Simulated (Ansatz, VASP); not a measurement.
Two plane-wave programs on Nb

```
Nb
1.0
     0.00000    2.10668    2.10668
     2.10668    0.00000    2.10668
     2.10668    2.10668    0.00000
Nb
1
Direct
  0.00000 0.00000 0.00000
```

Alike in both runs: functional PBE; k mesh 11 × 11 × 11; occupations methfessel-paxton of order 1, width 0.05 eV; no spin polarisation.

Ansatz relaxed the structure, and its values are those at the end. VASP's run is a single point on that final structure, the one shown.

|  | VASP | Ansatz |
| --- | --- | --- |
| version | VASP 6.6.1 | Ansatz 0.2.0 |
| potentials or method | VASP PAW PBE potentials, release 64 (Nb_sv), cutoff 500 eV | plane waves, PAW |
| valence electrons in the cell | 13 | 13 |

|  | VASP | Ansatz | Ansatz less VASP |
| --- | --- | --- | --- |
| pressure (GPa) | -0.3 | 0.0 | +0.34 |
